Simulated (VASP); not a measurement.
A run of VASP 6.6.1 is set up as follows.

Contents of INCAR:

```
SYSTEM = Si4Se
PREC = Accurate
ENCUT = 600
EDIFF = 1E-7
ISMEAR = 0
SIGMA = 0.1
LREAL = .False.
LASPH = .True.
NELM = 80
ALGO = Normal
ISIF = 3
LWAVE = .False.
LCHARG = .False.
GGA = PE
IBRION = 2
NSW = 90
EDIFFG = -0.04
```

File KPOINTS:

```
Automatic mesh
0
Gamma
  6 6 2
  0 0 0
```

Contents of POSCAR:

```
Si4Se
1.0
    3.0592273900      0.0000000000      0.0000000000
   -1.5296137000      2.6493686400      0.0000000000
    0.0000000000      0.0000000000      9.8368887200
Si Se
4 1
Direct
    0.3333333300      0.6666666700      0.8658552800
    0.3333333300      0.6666666700      0.3767953500
    0.6666666700      0.3333333300      0.1341447200
    0.6666666700      0.3333333300      0.6232046500
    0.0000000000      0.0000000000      0.0000000000
```

Potentials or basis: VASP PAW PBE potentials, release 64 (Si, Se).

Launch:

```console
$ cat potpaw_PBE.64/Si/POTCAR potpaw_PBE.64/Se/POTCAR > POTCAR
$ mpirun -np 1 vasp_std > vasp.out
```

Predict the relaxed cell.

a = 3.619 Å, b = 3.619 Å, c = 7.737 Å, α = 90.00°, β = 90.00°, γ = 120.00°.

Estimate the band gap on the k mesh.

zero (band 11 reaches 8.88 eV, above the bottom of band 12 at 4.84 eV).

Estimate the relaxed volume.

17.55 Å³/atom.

Step by step:
```csv
step,energy change (eV),largest force (eV/Å),pressure (GPa),volume (Å³)
1,0.0000,8.1651,30.19,79.73
2,-2.8633,0.4694,-11.25,119.66
3,-3.5628,1.4662,-5.56,103.54
4,-3.5655,1.5739,-5.12,102.81
5,-3.5652,1.6557,-4.78,102.28
6,-4.0204,1.5098,-3.20,95.85
7,-4.4295,1.3223,10.83,78.11
8,-4.5437,0.9453,1.90,85.62
9,-4.5800,0.7305,3.82,83.37
10,-4.9430,1.0196,2.61,84.64
11,-5.0315,1.0093,2.62,85.19
12,-5.3546,1.1884,3.18,86.05
13,-5.7519,1.2834,5.78,86.84
14,-5.8872,0.8161,-1.50,93.29
15,-5.9212,0.9209,0.49,91.18
16,-5.9891,0.7736,0.01,90.92
17,-6.1304,0.6344,-1.16,90.10
18,-5.9049,1.1727,-1.39,88.36
19,-6.1375,0.5235,-1.64,89.71
20,-6.1418,0.5636,-1.51,89.86
21,-6.1866,0.4027,0.59,87.15
22,-6.1878,0.3648,1.04,86.66
23,-6.2112,0.2024,0.08,87.51
24,-6.2138,0.1525,-0.31,87.91
25,-6.2172,0.0486,0.16,87.45
26,-6.2172,0.0373,0.25,87.37
27,-6.2176,0.0266,-0.12,87.74
```

Caveat: the k points lie up to 0.41 Å⁻¹ apart in the final cell.
